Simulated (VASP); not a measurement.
Write the native input for VASP 6.6.1 that does the following.

```
Task                   : single point
Functional             : r2SCAN
Potentials or basis    : VASP PAW PBE potentials, release 64 (Mg, S)
Cutoff                 : 520 eV
k mesh                 : 6 × 6 × 6
Occupations            : gaussian, width 0.01 eV
Spin                   : no spin polarisation
Dipole correction      : no
Further INCAR settings : ALGO = Normal; EDIFF = 1e-06; NBANDS = 11
```

The system is MgS.

```
Mg S
1.0
     0.00000    2.60152    2.60152
     2.60152    0.00000    2.60152
     2.60152    2.60152    0.00000
Mg S
1 1
Direct
  0.00000 0.00000 0.00000
  0.50000 0.50000 0.50000
```

These files were run (other wordings do the same):

POSCAR

```
MgS
1.0
    0.0000000000      2.6015179373      2.6015179373
    2.6015179373      0.0000000000      2.6015179373
    2.6015179373      2.6015179373      0.0000000000
Mg S
1 1
Direct
    0.0000000000      0.0000000000      0.0000000000
    0.5000000000      0.5000000000      0.5000000000
```

INCAR.step1

```
SYSTEM = MgS
PREC = Accurate ; ENCUT = 520
ISMEAR = 0 ; SIGMA = 0.01
LREAL = .FALSE. ; LASPH = .TRUE.
NELM = 60 ; NBANDS = 11
GGA = PE ; ALGO = Normal
EDIFF = 1E-4 ; LWAVE = .TRUE.
LCHARG = .FALSE.
```

INCAR.step2

```
SYSTEM = MgS
PREC = Accurate ; ENCUT = 520
EDIFF = 1E-6 ; ISMEAR = 0
SIGMA = 0.01 ; LREAL = .FALSE.
LASPH = .TRUE. ; NELM = 60
ALGO = Normal ; ISIF = 2
LWAVE = .FALSE. ; LCHARG = .FALSE.
METAGGA = R2SCAN ; LMIXTAU = .TRUE.
NBANDS = 11 ; ISTART = 1
```

KPOINTS

```
Automatic mesh
0
G
  6 6 6
  0 0 0
```

Potentials or basis: VASP PAW PBE potentials, release 64 (Mg, S).

Launch:

```bash
$ cat potpaw_PBE.64/Mg/POTCAR potpaw_PBE.64/S/POTCAR > POTCAR
$ cp INCAR.step1 INCAR
$ mpirun -np 1 vasp_std > vasp.out
$ cp INCAR.step2 INCAR
$ mpirun -np 1 vasp_std > vasp.out
```

Results of the run:

```
Pressure               : -0.4 GPa
Band gap on the k mesh : 3.43 eV, indirect (least direct gap 4.62 eV)
```

Caveat: the PAW data sets were made with another functional, which shifts forces and pressure a little.

Wall time 81 s on 1 thread of AMD EPYC 7571, with other jobs on the host, peak memory 0.13 GiB.
